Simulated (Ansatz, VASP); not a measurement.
**One calculation of Ta, two programs**

File INCAR:

```
PREC = Accurate
ENCUT = 520
EDIFF = 1E-6
ISMEAR = 0
SIGMA = 0.15
LREAL = F
LASPH = T
NELM = 100
ALGO = Fast
ISIF = 2
LWAVE = F
LCHARG = T
GGA = PS
LELF = T
LVHAR = T
NBANDS = 12
```

KPOINTS

```
Automatic mesh
0
Gamma
  20 20 20
```

The input POSCAR:

```
Ta
1.0
   -1.5687160000      1.5687160000      1.6099980000
    1.5687160000     -1.5687160000      1.6099980000
    1.5687160000      1.5687160000     -1.6099980000
Ta
1
Direct
    0.0000000000      0.0000000000      0.0000000000
```

Input for Ansatz:

```yaml
crystal:
  lattice:
    - [-1.568716, 1.568716, 1.609998]
    - [1.568716, -1.568716, 1.609998]
    - [1.568716, 1.568716, -1.609998]
  atoms:
    - { symbol: Ta, position: [0.0, 0.0, 0.0] }
basis:
  ecutwfc: 420
kpoints:
  mp_grid: { grid: [20, 20, 20] }
hamiltonian:
  xc: pbesol
scf:
  occupations: { method: gaussian, width: 0.15 }
output:
  forces: true
  stress: true
  eigenvalues: true
  write_density: true
  write_potential: true
  elf: true
  volumetric_format: npy
```

Change from the starting cell: strain -0.050 along x and y, -0.025 along z, atoms carried along.

Alike in both runs: task single point; functional PBEsol; k mesh 20 × 20 × 20; occupations gaussian, width 0.15 eV; no spin polarisation.

|  | VASP | Ansatz |
| --- | --- | --- |
| version | VASP 6.6.1 | Ansatz 0.2.0 |
| potentials or method | VASP PAW PBE potentials, release 64 (Ta_pv), cutoff 520 eV | scalar-relativistic, plane waves, PAW |
| valence electrons in the cell | 11 | 13 |

```tsv
	VASP	Ansatz	Ansatz less VASP
gap on the k mesh at the Fermi level (eV)	none	none	-
pressure (GPa)	28.3	27.8	-0.52
traceless stress, the component that is largest in VASP (GPa)	-2.76	-2.77	-0.005
```

VASP's potentials were made for PBE, not for PBEsol. A gap of «none» marks a metal or a gap that the smearing closes. With one functional, cell and mesh, what is left measures potentials, basis and numerics. VASP's potentials hold 11 valence electrons a cell and Ansatz's 13, so a difference there can come from the potentials and not from the codes.

Neither program's run includes spin-orbit coupling.
